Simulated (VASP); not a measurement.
The system is FeNi3.

```
CELL_PARAMETERS angstrom
3.54500 0.00000 0.00000
0.00000 3.54500 0.00000
0.00000 0.00000 3.54500
ATOMIC_POSITIONS crystal
Fe 0.00000 0.00000 0.00000
Ni 0.00000 0.50000 0.50000
Ni 0.50000 0.00000 0.50000
Ni 0.50000 0.50000 0.00000
```

| Quantity | Value |
| --- | --- |
| Program | VASP 6.6.1 |
| Task | relaxation of cell and atoms |
| Functional | PBEsol |
| Potentials or basis | VASP PAW PBE potentials, release 64 (Fe, Ni) |
| Cutoff | 600 eV |
| k mesh | 6 × 6 × 6 |
| Occupations | fermi-dirac, width 0.1 eV |
| Spin | collinear spin, ferromagnetic start |
| Starting moments | [3.5, 1.5, 1.5, 1.5] μB |

At the start: pressure -9.3 GPa; volume 11.14 Å³/atom.

Question: Where does the relaxation end?

Answer: Over 3 steps the energy falls by 15.6 meV/atom and the volume is 10.63 Å³/atom (-4.6 %); space group Pm-3m (No. 221, to 0.1 Å) before and after; moment 4.82 μB per cell.

The path:
```tsv
step	energy change (eV)	largest force (eV/Å)	pressure (GPa)	volume (Å³)
1	0.0000	0.0000	-9.33	44.55
2	0.0097	0.0000	12.07	40.50
3	-0.0624	0.0000	-0.09	42.52
```

Final structure:
```
Fe Ni
1.0
     3.49035    0.00000    0.00000
     0.00000    3.49035    0.00000
     0.00000    0.00000    3.49035
Fe Ni
1 3
Direct
  0.00000 0.00000 0.00000
  0.00000 0.50000 0.50000
  0.50000 0.00000 0.50000
  0.50000 0.50000 0.00000
```

Caveat: the PAW data sets were made with another functional, which shifts forces and pressure a little.
